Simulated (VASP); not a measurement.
# NiO (I4/mmm) in VASP: notebook, part 2 of 2

VASP 6.6.1.

### 3 Electric field gradients, LDA, collinear spin, ferromagnetic start (zz strain of +3 %)

Contents of INCAR:

```
PREC = Accurate
ENCUT = 520
EDIFF = 1E-8
ISMEAR = -1
SIGMA = 0.03
LREAL = F
LASPH = T
NELM = 150
ALGO = Normal
ISIF = 2
LWAVE = F
LCHARG = F
ISPIN = 2
MAGMOM = 1.5 0
LORBIT = 11
LMAXMIX = 4
LEFG = T
NBANDS = 19
```

Contents of KPOINTS:

```
Automatic mesh
0
Gamma
  17 17 17
```

Contents of POSCAR:

```
NiO
1.0
    0.0000000000      2.0913100000      2.1540493000
    2.0913100000      0.0000000000      2.1540493000
    2.0913100000      2.0913100000      0.0000000000
Ni O
1 1
Direct
    0.0000000000      0.0000000000      0.0000000000
    0.5000000000      0.5000000000      0.5000000000
```

Potentials or basis: VASP PAW LDA potentials, release 64 (Ni, O).

Launch:

```
cat potpaw_LDA.64/Ni/POTCAR potpaw_LDA.64/O/POTCAR > POTCAR
mpirun -np 1 vasp_std > vasp.out
```

OUTCAR:

```text
PREC = Accurate
   ENCUT = 520
   EDIFF = 1E-8
   ISMEAR = -1
   LREAL = F
   LASPH = T
   NELM = 150
   ISIF = 2
   ISPIN = 2
   LORBIT = 11

 ion  position               nearest neighbor table
   1  0.000  0.000  0.000-   2 2.09   2 2.09   2 2.09   2 2.09   2 2.15   2 2.15
   2  0.500  0.500  0.500-   1 2.09   1 2.09   1 2.09   1 2.09   1 2.15   1 2.15

  LATTYP: Found a body centered tetragonal cell.
 ALAT       =     2.9575589651
 C/A-ratio  =     1.4566399692

  Lattice vectors:

 A1 = (  -2.0913100000,   0.0000000000,   2.1540493000)
 A2 = (   2.0913100000,   0.0000000000,   2.1540493000)
 A3 = (   0.0000000000,   2.0913100000,  -2.1540493000)

Analysis of symmetry for initial positions (statically):
=====================================================================
 Subroutine PRICEL returns:
 Original cell was already a primitive cell.

 Routine SETGRP: Setting up the symmetry group for a
 body centered tetragonal supercell.

 Subroutine GETGRP returns: Found 16 space group operations
 (whereof 16 operations were pure point group operations)
 out of a pool of 16 trial point group operations.

The static configuration has the point symmetry D_4h.

Analysis of symmetry for dynamics (positions and initial velocities):
=====================================================================
 Subroutine PRICEL returns:
 Original cell was already a primitive cell.

 Routine SETGRP: Setting up the symmetry group for a
 body centered tetragonal supercell.

 Subroutine GETGRP returns: Found 16 space group operations
[... 1239 lines left out ...]
  --------------------------------------------------------------------------------------
  -------------------------------------------------------------------------------------
  Total       -2.9317173     -2.9317173     -3.0189981      0.0000000     -0.0000000     -0.0000000
  in kB     -249.2930708   -249.2930708   -256.7148339      0.0000000     -0.0000000     -0.0000000
  external PRESSURE =    -251.7669918 kB  Pullay stress =       0.0000000 kB

 VOLUME and BASIS-vectors are now :
 -----------------------------------------------------------------------------
  energy-cutoff  :      520.00
  volume of cell :       18.84
      direct lattice vectors                 reciprocal lattice vectors
     0.000000000  2.091310000  2.154049300    -0.239084593  0.239084593  0.232120964
     2.091310000  0.000000000  2.154049300     0.239084593 -0.239084593  0.232120964
     2.091310000  2.091310000  0.000000000     0.239084593  0.239084593 -0.232120964

 POSITION                                       TOTAL-FORCE (eV/Angst)
 -----------------------------------------------------------------------------------
      0.00000      0.00000      0.00000         0.000000      0.000000      0.000000
      2.09131      2.09131      2.15405         0.000000      0.000000      0.000000
 -----------------------------------------------------------------------------------
    total drift:                                0.000000     -0.000000     -0.000000

  FREE ENERGIE OF THE ION-ELECTRON SYSTEM (eV)
  ---------------------------------------------------
  free  energy   TOTEN  =       -13.1914156773 eV

  energy  without entropy=      -13.1850732768  energy(sigma->0) =      -13.18824448

 Electric field gradients (V/A^2)
---------------------------------------------------------------------
 ion       V_xx      V_yy      V_zz      V_xy      V_xz      V_yz
---------------------------------------------------------------------
   1       2.362     2.362    -4.725    -0.004    -0.002    -0.002
   2       2.144     2.144    -4.289    -0.003    -0.002    -0.002
---------------------------------------------------------------------

 Electric field gradients after diagonalization (V/A^2)
 (convention: |V_zz| > |V_xx| > |V_yy|)
----------------------------------------------------------------------
 ion       V_xx      V_yy      V_zz     asymmetry (V_yy - V_xx)/ V_zz
----------------------------------------------------------------------
   1       2.367     2.358    -4.725       0.002
   2       2.147     2.141    -4.289       0.001
----------------------------------------------------------------------

           NMR quadrupolar parameters

 Cq : quadrupolar parameter    Cq=e*Q*V_zz/h
 eta: asymmetry parameters     (V_yy - V_xx)/ V_zz
 Q  : nuclear electric quadrupole moment in mb (millibarn)
----------------------------------------------------------------------
 ion       Cq(MHz)       eta       Q (mb)
----------------------------------------------------------------------
   1      -0.011       0.002       1.000
   2      -0.010       0.001       1.000
----------------------------------------------------------------------

 total charge

# of ion       s       p       d       tot
------------------------------------------
    1        0.320   0.369   8.339   9.027
    2        1.563   3.314   0.000   4.877
--------------------------------------------------
tot          1.882   3.684   8.339  13.904

 magnetization (x)

# of ion       s       p       d       tot
------------------------------------------
    1        0.000   0.000   0.001   0.001
    2        0.000   0.000   0.000   0.000
--------------------------------------------------
tot          0.000   0.000   0.001   0.001
```

OSZICAR:

```text
N       E                     dE             d eps       ncg     rms          rms(c)
DAV:   1     0.827470227100E+02    0.82747E+02   -0.70415E+03 32778   0.104E+03
DAV:   2    -0.101728357468E+02   -0.92920E+02   -0.80863E+02 31822   0.235E+02
DAV:   3    -0.154622009008E+02   -0.52894E+01   -0.50242E+01 35599   0.564E+01
DAV:   4    -0.155125157827E+02   -0.50315E-01   -0.50242E-01 34411   0.536E+00
[... 20 lines left out ...]
DAV:  25    -0.131914155479E+02   -0.21866E-06   -0.97067E-07 35735   0.169E-02    0.114E-03
DAV:  26    -0.131914155842E+02   -0.36320E-07   -0.80391E-08 46226   0.369E-03    0.819E-04
DAV:  27    -0.131914156575E+02   -0.73241E-07   -0.49558E-07 36123   0.120E-02    0.419E-04
DAV:  28    -0.131914156699E+02   -0.12471E-07   -0.43655E-08 43797   0.270E-03    0.265E-04
DAV:  29    -0.131914156773E+02   -0.74019E-08   -0.23342E-08 16900   0.257E-03
   1 F= -.13191416E+02 E0= -.13188244E+02  d E =-.634240E-02  mag=    -0.0001
```

Run time: 7.5 min. Hardware: 1 thread of Intel Xeon 6975P-C, shared host; peak memory 0.32 GiB.

What came out:

* Free energy: -13.1914 eV
* Pressure: -25.2 GPa
* Band gap on the k mesh: zero (filled and empty bands overlap)
* Net moment: 0.00 μB per cell
* Valence electrons inside the program's atomic spheres: Ni 9.03; O 4.88

Levels at points of the mesh, in eV from the Fermi level:
Spin up:
```csv
k point,band 5,band 6,band 7,band 8,band 9,band 10,band 11,band 12
"(0.00, 0.00, 0.00)",-1.77,-1.62,-1.62,-1.52,-1.52,1.58,17.71,18.78
```
Spin down:
```tsv
k point	band 6	band 7	band 8	band 9	band 10	band 11
(0.00, 0.00, 0.00)	-1.62	-1.62	-1.51	-1.51	1.58	17.71
```

Electric field gradients, principal values (V/Å²):
| atom | least | middle | greatest (by size) |
| --- | --- | --- | --- |
| 1 Ni | 2.358 | 2.367 | -4.725 |
| 2 O | 2.141 | 2.147 | -4.289 |

Caveat: the cell differs from its parent crystal (zz strain of +3 %); the starting moments collapsed, and a magnetic state may lie lower; without QUAD_EFG the Cq values of the log hold for a quadrupole moment of 1 mb, not for the nuclei; semilocal functionals often make such compounds metallic where correlation or magnetic order opens a gap, which also shifts bond lengths.
